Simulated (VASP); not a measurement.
A run of VASP 6.6.1 is set up as follows.

File INCAR:

```
  PREC = Accurate
  ENCUT = 520
  EDIFF = 1E-6
  ISMEAR = 0
  SIGMA = 0.15
  LREAL = F
  LASPH = T
  NELM = 80
  ALGO = Fast
  ISIF = 2
  LWAVE = F
  LCHARG = T
  GGA = PE
  LELF = T
  LVHAR = T
  NBANDS = 25
```

File KPOINTS:

```
Automatic mesh
0
Gamma
  16 16 10
```

Contents of POSCAR:

```
CuO
1.0
    2.0814198224     -2.0824189793      0.1629652982
    2.0814198224      2.0824189793      0.1629652982
   -0.4035322497      0.0000000000      5.1352739038
Cu O
2 2
Direct
    0.0000000000      0.5000000000      0.0000000000
    0.5000000000      0.0000000000      0.5000000000
    0.3835928783      0.5995220207      0.1629066292
    0.4999171503      0.5000828497      0.7500000000
```

Potentials or basis: VASP PAW PBE potentials, release 64 (Cu, O).

The run is started by

```console
$ cat potpaw_PBE.64/Cu/POTCAR potpaw_PBE.64/O/POTCAR > POTCAR
$ mpirun -np 1 vasp_std > vasp.out
```

**Question.** Estimate the band gap on the k mesh.

**Answer.** Zero (bands 17 and 18 overlap by 0.63 eV).

**Question.** Predict the largest force.

**Answer.** 19.373 eV/Å.

**Question.** Predict the pressure.

**Answer.** 31.5 GPa.

Forces on the atoms (eV/Å):
```
Cu  -10.778   7.836 -11.943
Cu   -0.184   0.445  -0.635
O    10.996  -7.332  14.164
O    -0.034  -0.949  -1.586
```

Caveat: the cell differs from its parent crystal (atom 3 (O) moved by (+0.450, -0.450) A along y and z); the cell stands under pressure; semilocal functionals often make such compounds metallic where correlation or magnetic order opens a gap, which also shifts bond lengths; forces of over 1 eV/Å act on the atoms, so gaps and moduli don't describe the material at rest.
